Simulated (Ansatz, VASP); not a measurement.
**BaTiO3 in VASP and in Ansatz**

```
CELL_PARAMETERS angstrom
3.98442 0.00000 0.00000
0.00000 3.98442 0.00000
0.00000 0.00000 4.20903
ATOMIC_POSITIONS crystal
Ba 0.00000 0.00000 0.98545
Ti 0.50000 0.50000 0.46825
O 0.50000 0.50000 0.03844
O 0.50000 0.00000 0.51793
O 0.00000 0.50000 0.51793
```

Alike in both runs: task relaxation of cell and atoms; functional PBE; k mesh 8 × 8 × 6; occupations gaussian, width 0.02 eV; no spin polarisation.

|  | VASP | Ansatz |
| --- | --- | --- |
| version | VASP 6.6.1 | Ansatz 0.2.0 |
| potentials or method | VASP PAW PBE potentials, release 64 (Ba_sv, Ti_sv, O), cutoff 600 eV | scalar-relativistic, plane waves, PAW |
| valence electrons in the cell | 40 | 40 |

|  | VASP | Ansatz | Ansatz less VASP |
| --- | --- | --- | --- |
| gap on the k mesh at the Fermi level, each at its own relaxed structure (eV) | 1.77 | 1.84 | +0.074 |
| relaxed volume (Å³/atom) | 13.49 | 13.36 | -0.128 |
| relaxed cell length with the largest relative difference (Å) | 4.222 | 4.208 | -0.0141 |

Spin-orbit coupling is off throughout.
